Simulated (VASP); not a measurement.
Cs4H: relaxation of cell and atoms with PBE

Cs4H:

```
Cs H
1.0
     7.15974    0.00000    0.00000
     0.00000    7.15974    0.00000
     0.00000    0.00000    7.15974
Cs H
4 1
Direct
  0.00000 0.50000 0.50000
  0.50000 0.00000 0.50000
  0.50000 0.50000 0.00000
  0.00000 0.00000 0.00000
  0.50000 0.50000 0.50000
```

```json
{
  "Program": "VASP 6.6.1",
  "Task": "relaxation of cell and atoms",
  "Functional": "PBE",
  "Potentials or basis": "VASP PAW PBE potentials, release 64 (Cs_sv, H)",
  "Cutoff": "600 eV",
  "k mesh": "6 × 6 × 6",
  "Occupations": "gaussian, width 0.1 eV",
  "Spin": "no spin polarisation",
  "Dipole correction": "no",
  "Further INCAR settings": "ALGO = Normal; EDIFF = 1e-07; IBRION = 2; EDIFFG = -0.01; NSW = 100; ISIF = 3"
}
```

```
Relaxed volume                         : 75.53 Å³/atom
Relaxed cell                           : a = 7.228 Å, b = 7.228 Å, c = 7.228 Å, α = 90.00°, β = 90.00°, γ = 90.00°
Space group after relaxing (to 0.05 Å) : Pm-3m (No. 221)
Energy gained by relaxing              : 0.8 meV/atom
Ionic steps                            : 3
Pressure after relaxing                : 0.0 GPa
```

Step by step:
| step | energy change (eV) | largest force (eV/Å) | pressure (GPa) | volume (Å³) |
| --- | --- | --- | --- | --- |
| 1 | 0.0000 | 0.0000 | 0.11 | 367.02 |
| 2 | -0.0016 | 0.0000 | 0.09 | 369.66 |
| 3 | -0.0041 | 0.0000 | 0.02 | 377.67 |

Final structure:
```
Cs H
1.0
     7.22833    0.00000    0.00000
     0.00000    7.22833    0.00000
     0.00000    0.00000    7.22833
Cs H
4 1
Cartesian
  0.0000 3.6142 3.6142
  3.6142 0.0000 3.6142
  3.6142 3.6142 0.0000
  0.0000 0.0000 0.0000
  3.6142 3.6142 3.6142
```

Levels at points of the mesh, in eV from the Fermi level:
```csv
k point,band 14,band 15,band 16,band 17,band 18,band 19,band 20,band 21,band 22
"(0.00, 0.00, 0.00)",-10.40,-10.40,-10.40,-2.57,-1.30,0.08,0.08,1.04,1.04
"(0.50, 0.00, 0.00)",-10.45,-10.42,-10.42,-2.26,-0.90,-0.25,0.63,1.42,1.42
"(0.50, 0.50, 0.00)",-10.48,-10.44,-10.37,-2.02,-0.15,-0.03,-0.03,0.72,1.44
"(0.50, 0.50, 0.50)",-10.48,-10.37,-10.37,-1.79,-0.11,0.07,0.07,0.07,1.00
```

Run time: 7.1 min on 1 thread of Intel(R) Xeon(R) Platinum 8488C (Sapphire Rapids), with other jobs on the host, peak memory 0.61 GiB.

Caveat: spin-orbit coupling is left out, which moves the levels of the heavy elements.
